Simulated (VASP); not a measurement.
# CoAu (F-43m) in VASP: a series of runs

CoAu is run at these levels: PBE; tasks: single point, relaxation of cell and atoms.

Program: VASP 6.6.1. These are calculated values, not measurements. Logs are shortened: lines on timing, memory, paths and dates and some standing lists are left out, and cuts for length are marked.

## Step 1: The cell of the first run

It takes space group F-43m (No. 216, cubic). Conventional cell: a = 5.028 Å, b = 5.028 Å, c = 5.028 Å, α = 90.00°, β = 90.00°, γ = 90.00°. Co (site symmetry -43m) has 4 Au at 2.18 Å within 2.9 Å. Au (site symmetry -43m) has 4 Co at 2.18 Å within 2.9 Å.

## Step 2: Single point, PBE, collinear spin, ferromagnetic start

File INCAR:

```
PREC     = Accurate       # precision mode
ENCUT    = 520            # plane-wave cutoff, eV
EDIFF    = 1E-6           # SCF threshold, eV
ISMEAR   = 0              # smearing method
SIGMA    = 0.1            # smearing width, eV
LREAL    = False          # projectors in reciprocal space
LASPH    = True           # aspherical terms in the spheres
NELM     = 150            # most SCF steps
ALGO     = Normal         # electronic algorithm
ISIF     = 2              # what is computed and relaxed
LWAVE    = False          # write WAVECAR
LCHARG   = False          # write CHGCAR
ISPIN    = 2              # spin polarisation
MAGMOM   = 3 0            # initial moments
LORBIT   = 11             # projections on sites
LMAXMIX  = 4              # l up to which the mixer works
GGA      = PE             # functional
NBANDS   = 21             # bands
```

File KPOINTS:

```
Automatic mesh
0
Gamma
  6 6 6
```

File POSCAR:

```
CoAu
1.0
    0.0000000000      2.5138965775      2.5138965775
    2.5138965775      0.0000000000      2.5138965775
    2.5138965775      2.5138965775      0.0000000000
Co Au
1 1
Direct
    0.0000000000      0.0000000000      0.0000000000
    0.7500000000      0.7500000000      0.7500000000
```

Potentials or basis: VASP PAW PBE potentials, release 64 (Co, Au).

On the command line:

```
$ cat potpaw_PBE.64/Co/POTCAR potpaw_PBE.64/Au/POTCAR > POTCAR
$ mpirun -np 1 vasp_std > vasp.out
```

OUTCAR:

```text
PREC = Accurate
   ENCUT = 520
   EDIFF = 1E-6
   ISMEAR = 0
   LREAL = False
   LASPH = True
   NELM = 150
   ISIF = 2
   ISPIN = 2
   LORBIT = 11
   GGA = PE

 ion  position               nearest neighbor table
   1  0.000  0.000  0.000-   2 2.18   2 2.18   2 2.18   2 2.18
   2  0.750  0.750  0.750-   1 2.18   1 2.18   1 2.18   1 2.18

  LATTYP: Found a face centered cubic cell.
 ALAT       =     5.0277931550

  Lattice vectors:

 A1 = (   0.0000000000,   2.5138965775,   2.5138965775)
 A2 = (   2.5138965775,   0.0000000000,   2.5138965775)
 A3 = (   2.5138965775,   2.5138965775,   0.0000000000)

Analysis of symmetry for initial positions (statically):
=====================================================================
 Subroutine PRICEL returns:
 Original cell was already a primitive cell.

 Routine SETGRP: Setting up the symmetry group for a
 face centered cubic supercell.

 Subroutine GETGRP returns: Found 24 space group operations
 (whereof 24 operations were pure point group operations)
 out of a pool of 48 trial point group operations.

The static configuration has the point symmetry T_d .

Analysis of symmetry for dynamics (positions and initial velocities):
=====================================================================
 Subroutine PRICEL returns:
 Original cell was already a primitive cell.

 Routine SETGRP: Setting up the symmetry group for a
 face centered cubic supercell.

 Subroutine GETGRP returns: Found 24 space group operations
 (whereof 24 operations were pure point group operations)
 out of a pool of 48 trial point group operations.

The dynamic configuration has the point symmetry T_d .

Analysis of structural, dynamic, and magnetic symmetry:
=====================================================================
 Subroutine PRICEL returns:
 Original cell was already a primitive cell.

 Routine SETGRP: Setting up the symmetry group for a
 face centered cubic supercell.

 Subroutine GETGRP returns: Found 24 space group operations
 (whereof 24 operations were pure point group operations)
 out of a pool of 48 trial point group operations.

The overall configuration has the point symmetry T_d .

 Subroutine INISYM returns: Found 24 space group operations
 (whereof 24 operations are pure point group operations),
 and found     1 'primitive' translations

----------------------------------------------------------------------------------------

                                     Primitive cell

  volume of cell :      31.7740

  direct lattice vectors                    reciprocal lattice vectors
     0.000000000  2.513896578  2.513896578    -0.198894419  0.198894419  0.198894419
     2.513896578  0.000000000  2.513896578     0.198894419 -0.198894419  0.198894419
     2.513896578  2.513896578  0.000000000     0.198894419  0.198894419 -0.198894419

  length of vectors
     3.555186634  3.555186634  3.555186634     0.344495240  0.344495240  0.344495240

  position of ions in fractional coordinates (direct lattice)
     0.000000000  0.000000000  0.000000000
     0.750000000  0.750000000  0.750000000

  ion indices of the primitive-cell ions
   primitive index   ion index
                 1           1
                 2           2

----------------------------------------------------------------------------------------

 KPOINTS: Automatic mesh

Automatic generation of k-mesh.
 Grid dimensions read from file:
 generate k-points for:    6    6    6

 Generating k-lattice:

  Cartesian coordinates                     Fractional coordinates (reciprocal lattice)
    -0.033149070  0.033149070  0.033149070     0.166666667  0.000000000  0.000000000
     0.033149070 -0.033149070  0.033149070     0.000000000  0.166666667  0.000000000
     0.033149070  0.033149070 -0.033149070     0.000000000  0.000000000  0.166666667

  Length of vectors
     0.057415873  0.057415873  0.057415873

  Shift w.r.t. Gamma in fractional coordinates (k-lattice)
     0.000000000  0.000000000  0.000000000

 Subroutine IBZKPT returns following result:
 ===========================================

 Found     16 irreducible k-points:

 Following reciprocal coordinates:
            Coordinates               Weight
  0.000000  0.000000  0.000000      1.000000
  0.166667  0.000000  0.000000      8.000000
  0.333333  0.000000  0.000000      8.000000
  0.500000  0.000000  0.000000      4.000000
  0.166667  0.166667  0.000000      6.000000
  0.333333  0.166667  0.000000     24.000000
[... 8 lines left out ...]
 -0.333333  0.333333  0.166667     24.000000
 -0.333333  0.500000  0.166667     12.000000
   k-points           NKPTS =     16   k-points in BZ     NKDIM =     16   number of bands    NBANDS=     21
   number of dos      NEDOS =    301   number of ions     NIONS =      2
   total plane-waves  NPLWV =  21952
   dimension x,y,z NGX =    28 NGY =   28 NGZ =   28
   dimension x,y,z NGXF=    56 NGYF=   56 NGZF=   56
   ions per type =               1   1
   NGX,Y,Z   is equivalent  to a cutoff of  13.09, 13.09, 13.09 a.u.
   NGXF,Y,Z  is equivalent  to a cutoff of  26.19, 26.19, 26.19 a.u.
 SYSTEM =  unknown system
   PREC   = accura    normal or accurate (medium, high low for compatibility)
   ISTART =      0    job   : 0-new  1-cont  2-samecut
   ICHARG =      2    charge: 1-file 2-atom 10-const
   ISPIN  =      2    spin polarized calculation?
   LNONCOLLINEAR =      F non collinear calculations
   LSORBIT =      F    spin-orbit coupling
   LASPH  =      T    aspherical Exc in radial PAW
   ENCUT  =  520.0 eV  38.22 Ry    6.18 a.u.   6.61  6.61  6.61*2*pi/ulx,y,z
   NELM   =    150;   NELMIN=  2; NELMDL= -5     # of ELM steps
   EDIFF  = 0.1E-05   stopping-criterion for ELM
   LREAL  =      F    real-space projection
   EDIFFG = 0.1E-04   stopping-criterion for IOM
   NSW    =      0    number of steps for IOM
   IBRION =     -1    ionic relax: 0-MD 1-quasi-New 2-CG
   NFREE  =      0    steps in history (QN), initial steepest desc. (CG)
   ISIF   =      2    stress and relaxation
   ISYM   =      2    0-nonsym 1-usesym 2-fastsym
   POTIM  = 0.5000    time-step for ionic-motion
   TEBEG  =    0.0;   TEEND  =   0.0 temperature during run
   PSTRESS=    0.0 pullay stress
   NELECT =      20.0000    total number of electrons
   NUPDOWN=      -1.0000    fix difference up-down
   EMIN   =  10.00;   EMAX   =-10.00  energy-range for DOS
   EFERMI =   0.00;   METHOD = LEGACY
   ISMEAR =     0;   SIGMA  =   0.10  broadening in eV -4-tet -1-fermi 0-gaus
   EFERMI_NEDOS =   21; number of points for ismear=-14 and -15
   IALGO  =     38    algorithm
   IMIX   =      4    mixing-type and parameters
     AMIX     =   0.40;   BMIX     =  1.00
     AMIX_MAG =   1.60;   BMIX_MAG =  1.00
  volume/ion in A,a.u.               =      15.89       107.21
  Fermi-wavevector in a.u.,A,eV,Ry     =   1.403010  2.651304 26.782211  1.968437
  Thomas-Fermi vector in A             =   2.525715
   LORBIT       =     11    0 simple, 1 ext, 2 COOP (PROOUT), +10 PAW based schemes
   GGA     = PE    functional components
   LHFCALC =     F    Hartree Fock is set to
   AEXX    =    0.0000 exact exchange contribution
   IVDW    =     0    specifies the selected vdW correction
   LEPSILON=     F    determine dielectric tensor
   LRPA    =     F    only Hartree local field effects (RPA)
 spin polarized calculation
 Gauss-broadening in eV      SIGMA  =   0.10
  energy-cutoff  :      520.00
  volume of cell :       31.77
 maximum number of plane-waves:       869
 NGX is ok and might be reduce to    28
   NGX = 13   NGY = 13   NGZ = 13

 number of electron      20.0000007 magnetization       1.8627541

 Free energy of the ion-electron system (eV)
  ---------------------------------------------------
  ext. energy  EPLUGINS =         0.00000000
  ---------------------------------------------------
  free energy    TOTEN  =        -6.46049633 eV

  energy without entropy =       -6.45227161  energy(sigma->0) =       -6.45638397

 E-fermi :   8.5527     XC(G=0): -11.9187

 val. band max:        8.4831222962   @ k =  -0.3333   0.1667   0.0000
 cond. band min:       8.5837929966   @ k =  -0.1667   0.1667   0.0000
 fundamental gap:      0.1006707004
 Fermi energy:         8.5527162081

 spin component 1

 k-point     1 :       0.0000    0.0000    0.0000
  band No.  band energies     occupation
      1      -0.4898      1.00000
      2       2.1167      1.00000
      3       2.1167      1.00000
      4       2.1167      1.00000
      5       2.1967      1.00000
      6       2.1967      1.00000
[... 13 lines left out ...]
     20      24.5593      0.00000
     21      24.5593      0.00000

 k-point     2 :       0.1667    0.0000    0.0000
  band No.  band energies     occupation
      1       0.0562      1.00000
      2       1.9325      1.00000
      3       1.9325      1.00000
      4       2.1111      1.00000
      5       2.4948      1.00000
      6       2.4948      1.00000
[... 13 lines left out ...]
     20      25.0285      0.00000
     21      25.0285      0.00000

 k-point     3 :       0.3333    0.0000    0.0000
  band No.  band energies     occupation
      1       1.1078      1.00000
      2       1.9549      1.00000
      3       1.9549      1.00000
      4       2.5405      1.00000
      5       2.6359      1.00000
      6       2.6359      1.00000
[... 13 lines left out ...]
     20      26.8036      0.00000
     21      27.4164      0.00000
[... 265 lines left out ...]
 k-point    15 :      -0.3333    0.3333    0.1667
  band No.  band energies     occupation
      1       1.4785      1.00000
      2       1.6740      1.00000
      3       2.0514      1.00000
      4       2.7332      1.00000
      5       2.9741      1.00000
      6       3.9919      1.00000
[... 13 lines left out ...]
     20      30.3925      0.00000
     21      31.3281      0.00000

 k-point    16 :      -0.3333    0.5000    0.1667
  band No.  band energies     occupation
      1       1.4008      1.00000
      2       1.5143      1.00000
      3       2.2246      1.00000
      4       2.6813      1.00000
      5       3.2995      1.00000
      6       4.2352      1.00000
[... 13 lines left out ...]
     20      31.6856      0.00000
     21      31.7114      0.00000
 Fermi energy:         8.5527162081

 spin component 2

 k-point     1 :       0.0000    0.0000    0.0000
  band No.  band energies     occupation
      1      -0.4056      1.00000
      2       2.3880      1.00000
      3       2.3880      1.00000
      4       2.3880      1.00000
      5       2.5725      1.00000
      6       2.5725      1.00000
[... 13 lines left out ...]
     20      24.5884      0.00000
     21      24.5884      0.00000

 k-point     2 :       0.1667    0.0000    0.0000
  band No.  band energies     occupation
      1       0.1449      1.00000
      2       2.2776      1.00000
      3       2.2776      1.00000
      4       2.3749      1.00000
      5       2.7911      1.00000
      6       2.7911      1.00000
[... 13 lines left out ...]
     20      25.1719      0.00000
     21      25.1719      0.00000

 k-point     3 :       0.3333    0.0000    0.0000
  band No.  band energies     occupation
      1       1.2410      1.00000
      2       2.2912      1.00000
      3       2.2912      1.00000
      4       2.8218      1.00000
      5       2.9641      1.00000
      6       2.9641      1.00000
[... 13 lines left out ...]
     20      26.9411      0.00000
     21      27.6050      0.00000
[... 265 lines left out ...]
 k-point    15 :      -0.3333    0.3333    0.1667
  band No.  band energies     occupation
      1       1.8209      1.00000
      2       2.0378      1.00000
      3       2.2854      1.00000
      4       2.9868      1.00000
      5       3.2325      1.00000
      6       4.5950      1.00000
[... 13 lines left out ...]
     20      30.5819      0.00000
     21      31.4267      0.00000

 k-point    16 :      -0.3333    0.5000    0.1667
  band No.  band energies     occupation
      1       1.7226      1.00000
      2       1.8444      1.00000
      3       2.5060      1.00000
      4       3.0031      1.00000
      5       3.5042      1.00000
      6       4.9022      1.00000
[... 13 lines left out ...]
     20      31.7847      0.00000
     21      31.9097      0.00000

------------------------ aborting loop because EDIFF is reached ----------------------------------------

  FORCE on cell =-STRESS in cart. coord.  units (eV):
  Direction    XX          YY          ZZ          XY          YZ          ZX
  --------------------------------------------------------------------------------------
  -------------------------------------------------------------------------------------
  Total       10.9349972     10.9349972     10.9349972      0.0000000     -0.0000000     -0.0000000
  in kB      551.3876620    551.3876620    551.3876620      0.0000000     -0.0000000     -0.0000000
  external PRESSURE =     551.3876620 kB  Pullay stress =       0.0000000 kB

 VOLUME and BASIS-vectors are now :
 -----------------------------------------------------------------------------
  energy-cutoff  :      520.00
  volume of cell :       31.77
      direct lattice vectors                 reciprocal lattice vectors
     0.000000000  2.513896578  2.513896578    -0.198894419  0.198894419  0.198894419
     2.513896578  0.000000000  2.513896578     0.198894419 -0.198894419  0.198894419
     2.513896578  2.513896578  0.000000000     0.198894419  0.198894419 -0.198894419

 POSITION                                       TOTAL-FORCE (eV/Angst)
 -----------------------------------------------------------------------------------
      0.00000      0.00000      0.00000         0.000000      0.000000      0.000000
      3.77084      3.77084      3.77084        -0.000000     -0.000000     -0.000000
 -----------------------------------------------------------------------------------
    total drift:                               -0.000000     -0.000000     -0.000000

  FREE ENERGIE OF THE ION-ELECTRON SYSTEM (eV)
  ---------------------------------------------------
  free  energy   TOTEN  =        -6.4604963303 eV

  energy  without entropy=       -6.4522716112  energy(sigma->0) =       -6.45638397

 total charge

# of ion       s       p       d       tot
------------------------------------------
    1        0.557   0.579   7.526   8.662
    2        0.880   0.515   8.697  10.092
--------------------------------------------------
tot          1.437   1.094  16.223  18.754

 magnetization (x)

# of ion       s       p       d       tot
------------------------------------------
    1       -0.003   0.013   1.567   1.577
    2       -0.017  -0.034   0.295   0.245
--------------------------------------------------
tot         -0.020  -0.020   1.862   1.822
```

Wall time 20 s (1 thread of Intel Xeon Platinum 8488C (Sapphire Rapids), shared host); peak memory 0.18 GiB.

Results:

* Free energy: -6.4605 eV
* Pressure: 55.1 GPa
* Net moment: 1.86 μB per cell
* Site moments: Co +1.58; Au +0.24 μB
* Valence electrons inside the program's atomic spheres: Co 8.66; Au 10.09

Caveat: the k points lie up to 0.36 Å⁻¹ apart; spin-orbit coupling is left out, which moves the levels of the heavy elements.

## Step 3: Single point, PBE, collinear spin, ferromagnetic start

This run uses another cell than the first one, of 22.39 Å³/atom.

File INCAR:

```
PREC = Accurate
ENCUT = 520
EDIFF = 1E-6
ISMEAR = 0
SIGMA = 0.1
LREAL = F
LASPH = T
NELM = 150
ALGO = Normal
ISIF = 2
LWAVE = F
LCHARG = F
ISPIN = 2
MAGMOM = 1.72 0.3
LORBIT = 11
LMAXMIX = 4
GGA = PE
NBANDS = 21
```

File KPOINTS:

```
regular mesh
0
Gamma
  6 6 6
```

File POSCAR:

```
CoAu
1.0
    0.0000000000      2.8183849827      2.8183849827
    2.8183849827      0.0000000000      2.8183849827
    2.8183849827      2.8183849827      0.0000000000
Co Au
1 1
Direct
    0.0000000000      0.0000000000      0.0000000000
    0.7500000000      0.7500000000      0.7500000000
```

Potentials or basis: VASP PAW PBE potentials, release 64 (Co, Au).

On the command line:

```
$ cat potpaw_PBE.64/Co/POTCAR potpaw_PBE.64/Au/POTCAR > POTCAR
$ mpirun -np 1 vasp_std > vasp.out
```

Run time: 34 s. Hardware: 1 thread of Intel Xeon Platinum 8488C (Sapphire Rapids), shared host; peak memory 0.2 GiB.

It converged, with:

```yaml
Free_energy: -8.0329 eV
Pressure: -0.2 GPa
Net_moment: 2.21 μB per cell
Site_moments: Co +2.01; Au +0.20 μB
Valence_electrons_inside_the_program's_atomic_spheres: Co 7.96; Au 9.72
```

Levels at points of the mesh, in eV from the Fermi level:
Spin up:
```csv
k point,band 7,band 8,band 9,band 10,band 11,band 12,band 13,band 14,band 15,band 16
"(0.00, 0.00, 0.00)",-2.46,-2.46,-2.46,-1.41,-1.41,9.67,9.67,9.67,10.78,10.78
"(0.50, 0.00, 0.00)",-2.05,-2.05,-1.72,-1.72,-1.72,-0.71,6.79,6.79,9.73,10.82
"(0.50, 0.50, 0.00)",-2.73,-2.17,-1.67,-1.67,-0.37,0.25,3.34,3.34,7.52,8.70
```
Spin down:
```
           k point  band 7  band 8  band 9  band 10  band 11  band 12
(0.00, 0.00, 0.00)   -0.52   -0.52   -0.52     0.04     0.04     9.98
(0.50, 0.00, 0.00)   -1.56   -0.54   -0.54     0.14     0.14     0.81
(0.50, 0.50, 0.00)   -1.88   -0.58    0.30     0.30     0.87     1.12
```

Caveat: spin-orbit coupling is left out, which moves the levels of the heavy elements.

(Part 1 of 2 ends here.)
